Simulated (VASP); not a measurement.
# SrO in VASP: a series of runs, part 2 of 2

VASP 6.6.1.

### Step 3. Single point, PBE (mode 6 frozen in at +0.000 Å and mode 7 at -0.285 Å (largest displacements))

INCAR reads:

```
PREC = Accurate
ENCUT = 520
EDIFF = 1E-6
ISMEAR = 0
SIGMA = 0.05
LREAL = False
LASPH = True
NELM = 60
ALGO = Normal
ISIF = 2
LWAVE = False
LCHARG = False
GGA = PE
NBANDS = 24
```

KPOINTS reads:

```
regular mesh
0
Gamma
  9 9 4
```

POSCAR reads:

```
SrO
1.0
    3.5769478779      0.0000000000      0.0000000000
   -1.7884739390      3.0977277303      0.0000000000
    0.0000000000      0.0000000000      6.2426216355
Sr O
2 2
Direct
    0.3333333333      0.6666666667      0.2500000000
    0.6666666667      0.3333333333      0.7500000000
   -0.0460014606     -0.0920029211      0.0000000000
    0.0460014606      0.0920029211      0.5000000000
```

Potentials or basis: VASP PAW PBE potentials, release 64 (Sr_sv, O).

Command:

```sh
cat potpaw_PBE.64/Sr_sv/POTCAR potpaw_PBE.64/O/POTCAR > POTCAR
mpirun -np 1 vasp_std > vasp.out
```

OUTCAR:

```text
PREC = Accurate
   ENCUT = 520
   EDIFF = 1E-6
   ISMEAR = 0
   LREAL = False
   LASPH = True
   NELM = 60
   ISIF = 2
   GGA = PE

 ion  position               nearest neighbor table
   1  0.333  0.667  0.250-   4 2.37   3 2.49   3 2.49   4 2.71   4 2.71   3 2.82   2 3.74   2 3.74
                             2 3.74   2 3.74   2 3.74   2 3.74
   2  0.667  0.333  0.750-   3 2.37   4 2.49   4 2.49   3 2.71   3 2.71   4 2.82   1 3.74   1 3.74
                             1 3.74   1 3.74   1 3.74   1 3.74
   3  0.954  0.908  0.000-   2 2.37   1 2.49   1 2.49   2 2.71   2 2.71   1 2.82
[... 854 lines left out ...]
  -------------------------------------------------------------------------------------
  Total        1.0778903      1.4356437      1.1722934     -0.0000000      0.0000000      0.0000000
  in kB       24.9667660     33.2532715     27.1533885     -0.0000000      0.0000000      0.0000000
  external PRESSURE =      28.4578087 kB  Pullay stress =       0.0000000 kB

 VOLUME and BASIS-vectors are now :
 -----------------------------------------------------------------------------
  energy-cutoff  :      520.00
  volume of cell :       69.17
      direct lattice vectors                 reciprocal lattice vectors
     3.576947878  0.000000000  0.000000000     0.279567954  0.161408634  0.000000000
    -1.788473939  3.097727730  0.000000000     0.000000000  0.322817267  0.000000000
     0.000000000  0.000000000  6.242621635     0.000000000  0.000000000  0.160189109

 POSITION                                       TOTAL-FORCE (eV/Angst)
 -----------------------------------------------------------------------------------
     -0.00000      2.06515      1.56066        -0.000000      0.382643     -0.103543
      1.78847      1.03258      4.68197         0.000000     -0.382643     -0.103543
      1.78847      2.81273      0.00000        -0.000000      0.674131      0.103543
      0.00000      0.28500      3.12131         0.000000     -0.674131      0.103543
 -----------------------------------------------------------------------------------
    total drift:                                0.000000      0.000000     -0.000020

  FREE ENERGIE OF THE ION-ELECTRON SYSTEM (eV)
  ---------------------------------------------------
  free  energy   TOTEN  =       -23.5708159303 eV

  energy  without entropy=      -23.5708159303  energy(sigma->0) =      -23.57081593
```

Wall time 98 s (1 thread of Intel Xeon 6975P-C, shared host); peak memory 0.25 GiB.

What came out:

```yaml
Free_energy: -23.5708 eV
Pressure: 2.8 GPa
Largest_force: 0.682 eV/Å
Band_gap_on_the_k_mesh: 3.14 eV, direct
```

Forces in eV/Å, atoms in the order of the input:
```
Sr   0.000  0.383 -0.104
Sr   0.000 -0.383 -0.104
O    0.000  0.674  0.104
O    0.000 -0.674  0.104
```

Stress tensor (GPa, compression positive):
```
2.50 0.00 0.00
0.00 3.33 0.00
0.00 0.00 2.72
```

Caveat: the cell differs from its parent crystal (mode 6 frozen in at +0.000 Å and mode 7 at -0.285 Å (largest displacements)). A k mesh can miss the band edges.

### Step 4. Single point, PBE (mode 6 frozen in at +0.000 Å and mode 7 at -0.214 Å (largest displacements))

INCAR reads:

```
SYSTEM = SrO
ALGO = Normal
EDIFF = 1E-6
ENCUT = 520
GGA = PE
ISIF = 2
ISMEAR = 0
LASPH = .True.
LCHARG = .False.
LREAL = .False.
LWAVE = .False.
NBANDS = 24
NELM = 60
PREC = Accurate
SIGMA = 0.05
```

KPOINTS reads:

```
k-points
0
Gamma
  9 9 4
  0 0 0
```

Edit POSCAR of step 3 so:

```diff
@@ -10,3 +10,3 @@
     0.6666666667      0.3333333333      0.7500000000
-   -0.0460014606     -0.0920029211      0.0000000000
-    0.0460014606      0.0920029211      0.5000000000
+   -0.0345091658     -0.0690183317      0.0000000000
+    0.0345091658      0.0690183317      0.5000000000
```

Potentials or basis: VASP PAW PBE potentials, release 64 (Sr_sv, O).

Command:

```sh
cat potpaw_PBE.64/Sr_sv/POTCAR potpaw_PBE.64/O/POTCAR > POTCAR
mpirun -np 1 vasp_std > vasp.out
```

OUTCAR:

```text
SYSTEM = SrO
   EDIFF = 1E-6
   ENCUT = 520
   GGA = PE
   ISIF = 2
   ISMEAR = 0
   LASPH = .True.
   LREAL = .False.
   NELM = 60
   PREC = Accurate

 ion  position               nearest neighbor table
   1  0.333  0.667  0.250-   4 2.42   3 2.51   3 2.51   4 2.68   4 2.68   3 2.76   2 3.74   2 3.74
                             2 3.74   2 3.74   2 3.74   2 3.74
   2  0.667  0.333  0.750-   3 2.42   4 2.51   4 2.51   3 2.68   3 2.68   4 2.76   1 3.74   1 3.74
                             1 3.74   1 3.74   1 3.74   1 3.74
   3  0.965  0.931  0.000-   2 2.42   1 2.51   1 2.51   2 2.68   2 2.68   1 2.76
   4  0.035  0.069  0.500-   1 2.42   2 2.51   2 2.51   1 2.68   1 2.68   2 2.76

  LATTYP: Found a hexagonal cell.
 ALAT       =     3.5769478779
 C/A-ratio  =     1.7452369586

  Lattice vectors:

 A1 = (   3.5769478779,   0.0000000000,   0.0000000000)
 A2 = (  -1.7884739390,   3.0977277303,   0.0000000000)
 A3 = (   0.0000000000,   0.0000000000,   6.2426216355)

Analysis of symmetry for initial positions (statically):
=====================================================================
 Subroutine PRICEL returns:
 Original cell was already a primitive cell.

[... 170 lines left out ...]
  ---------------------------------------------------
  free energy    TOTEN  =       -23.65205649 eV

  energy without entropy =      -23.65205649  energy(sigma->0) =      -23.65205649

 E-fermi :   2.1903     XC(G=0):  -9.9293

 val. band max:        1.9845539667   @ k =   0.0000   0.0000   0.0000
 cond. band min:       5.0610423524   @ k =   0.0000   0.0000   0.0000
 fundamental gap:      3.0764883857
 Fermi energy:         2.1903016364

 k-point     1 :       0.0000    0.0000    0.0000
  band No.  band energies     occupation
      1     -30.8876      2.00000
      2     -30.7849      2.00000
      3     -15.0130      2.00000
      4     -13.4435      2.00000
      5     -12.5984      2.00000
      6     -12.5879      2.00000
[... 637 lines left out ...]
     23      10.6452      0.00000
     24      11.4179      0.00000

 [... further k-points ...]
[... 5 lines left out ...]
  --------------------------------------------------------------------------------------
  -------------------------------------------------------------------------------------
  Total        0.7122257      0.9111361      0.7256091     -0.0000000      0.0000000      0.0000000
  in kB       16.4970135     21.1043002     16.8070079     -0.0000000      0.0000000      0.0000000
  external PRESSURE =      18.1361072 kB  Pullay stress =       0.0000000 kB

 VOLUME and BASIS-vectors are now :
 -----------------------------------------------------------------------------
  energy-cutoff  :      520.00
  volume of cell :       69.17
      direct lattice vectors                 reciprocal lattice vectors
     3.576947878  0.000000000  0.000000000     0.279567954  0.161408634  0.000000000
    -1.788473939  3.097727730  0.000000000     0.000000000  0.322817267  0.000000000
     0.000000000  0.000000000  6.242621635     0.000000000  0.000000000  0.160189109

 POSITION                                       TOTAL-FORCE (eV/Angst)
 -----------------------------------------------------------------------------------
     -0.00000      2.06515      1.56066        -0.000000      0.213315     -0.043038
      1.78847      1.03258      4.68197         0.000000     -0.213315     -0.043038
      1.78847      2.88393      0.00000        -0.000000      0.471669      0.043038
     -0.00000      0.21380      3.12131         0.000000     -0.471669      0.043038
 -----------------------------------------------------------------------------------
    total drift:                                0.000000      0.000000     -0.000006

  FREE ENERGIE OF THE ION-ELECTRON SYSTEM (eV)
  ---------------------------------------------------
  free  energy   TOTEN  =       -23.6520564896 eV

  energy  without entropy=      -23.6520564896  energy(sigma->0) =      -23.65205649
```

OSZICAR:

```text
N       E                     dE             d eps       ncg     rms          rms(c)
DAV:   1     0.171454924046E+03    0.17145E+03   -0.16026E+04  3600   0.126E+03
DAV:   2    -0.177901439975E+02   -0.18925E+03   -0.17886E+03  5048   0.284E+02
DAV:   3    -0.281174420698E+02   -0.10327E+02   -0.10262E+02  5616   0.584E+01
DAV:   4    -0.283710719588E+02   -0.25363E+00   -0.25355E+00  4800   0.750E+00
DAV:   5    -0.283732406657E+02   -0.21687E-02   -0.21687E-02  5072   0.778E-01    0.233E+01
DAV:   6    -0.238558578530E+02    0.45174E+01   -0.20091E+01  3960   0.249E+01    0.272E+01
DAV:   7    -0.237222640441E+02    0.13359E+00   -0.15854E+00  5240   0.691E+00    0.177E+01
DAV:   8    -0.236625051060E+02    0.59759E-01   -0.60199E-01  3832   0.518E+00    0.218E+00
DAV:   9    -0.236490065491E+02    0.13499E-01   -0.66495E-02  5368   0.176E+00    0.504E-01
DAV:  10    -0.236514476405E+02   -0.24411E-02   -0.72381E-03  4376   0.485E-01    0.183E-01
DAV:  11    -0.236519722175E+02   -0.52458E-03   -0.15447E-03  4400   0.222E-01    0.443E-02
DAV:  12    -0.236520559996E+02   -0.83782E-04   -0.17579E-04  4864   0.737E-02    0.501E-02
DAV:  13    -0.236520562855E+02   -0.28592E-06   -0.12649E-05  4312   0.266E-02    0.154E-02
DAV:  14    -0.236520564896E+02   -0.20405E-06   -0.31894E-06  4224   0.109E-02
   1 F= -.23652056E+02 E0= -.23652056E+02  d E =-.385896E-11
```

stdout:

```text
POSCAR found type information on POSCAR SrO
 POSCAR found :  2 types and       4 ions
 scaLAPACK will be used
 LDA part: xc-table for (Slater+PW92), standard interpolation
 POSCAR, INCAR and KPOINTS ok, starting setup
 FFT: planning ... GRIDC
 FFT: planning ... GRID_SOFT
 FFT: planning ... GRID
 WAVECAR not read
 entering main loop
```

Run time: 1.7 min. Hardware: 1 thread of Intel Xeon 6975P-C, shared host; peak memory 0.26 GiB.

What came out:

| Property | Result |
| --- | --- |
| Free energy | -23.6521 eV |
| Pressure | 1.8 GPa |
| Largest force | 0.474 eV/Å |
| Band gap on the k mesh | 3.08 eV, direct |

Forces on the atoms (eV/Å):
```
Sr   0.000  0.213 -0.043
Sr   0.000 -0.213 -0.043
O    0.000  0.472  0.043
O    0.000 -0.472  0.043
```

Levels at points of the mesh, in eV from the valence-band top:
| k point | band 12 | band 13 | band 14 | band 15 | band 16 | band 17 | band 18 | band 19 | band 20 | band 21 |
| --- | --- | --- | --- | --- | --- | --- | --- | --- | --- | --- |
| (0.00, 0.00, 0.00) | -0.94 | -0.87 | -0.67 | -0.64 | 0.00 | 3.08 | 5.04 | 5.31 | 6.29 | 6.48 |
| (0.00, 0.00, 0.50) | -1.54 | -0.82 | -0.82 | -0.74 | -0.74 | 4.66 | 4.66 | 5.82 | 5.82 | 7.16 |

Caveat: the cell differs from its parent crystal (mode 6 frozen in at +0.000 Å and mode 7 at -0.214 Å (largest displacements)). A k mesh can miss the band edges.

### Step 5. Single point, PBE (mode 6 frozen in at -0.285 Å and mode 7 at -0.142 Å (largest displacements))

INCAR reads:

```
PREC = Accurate ; ENCUT = 520
EDIFF = 1E-6 ; ISMEAR = 0
SIGMA = 0.05 ; LREAL = False
LASPH = True ; NELM = 60
ALGO = Normal ; ISIF = 2
LWAVE = False ; LCHARG = False
GGA = PE ; NBANDS = 24
```

KPOINTS reads:

```
Automatic mesh
0
Gamma
  9 9 4
```

Edit POSCAR of step 4 so:

```diff
@@ -10,3 +10,3 @@
     0.6666666667      0.3333333333      0.7500000000
-   -0.0345091658     -0.0690183317      0.0000000000
-    0.0345091658      0.0690183317      0.5000000000
+   -0.1026775972     -0.0460014606      0.0000000000
+    0.1026775972      0.0460014606      0.5000000000
```

Command:

```sh
cat potpaw_PBE.64/Sr_sv/POTCAR potpaw_PBE.64/O/POTCAR > POTCAR
mpirun -np 1 vasp_std > vasp.out
```

It took 91 s on 1 thread of Intel Xeon 6975P-C (Granite Rapids), shared host; peak memory 0.3 GiB.

Results (log left out):

```
Free energy            : -23.5219 eV
Pressure               : 3.4 GPa
Largest force          : 0.794 eV/Å
Band gap on the k mesh : 3.18 eV, direct
```

Forces on the atoms (eV/Å):
```
Sr  -0.385 -0.288  0.144
Sr   0.385  0.288  0.144
O    0.698  0.350 -0.144
O   -0.698 -0.350 -0.144
```

Stress tensor (GPa, compression positive):
```
3.77 0.43 0.00
0.43 3.20 0.00
0.00 0.00 3.35
```

Levels at points of the mesh, in eV from the valence-band top:
| k point | band 12 | band 13 | band 14 | band 15 | band 16 | band 17 | band 18 | band 19 | band 20 | band 21 |
| --- | --- | --- | --- | --- | --- | --- | --- | --- | --- | --- |
| (0.00, 0.00, 0.00) | -0.87 | -0.73 | -0.58 | -0.52 | 0.00 | 3.18 | 5.10 | 5.53 | 6.47 | 6.86 |
| (0.00, 0.00, 0.50) | -1.48 | -0.72 | -0.72 | -0.56 | -0.56 | 4.72 | 4.72 | 5.80 | 5.80 | 7.24 |

Caveat: the cell differs from its parent crystal (mode 6 frozen in at -0.285 Å and mode 7 at -0.142 Å (largest displacements)).
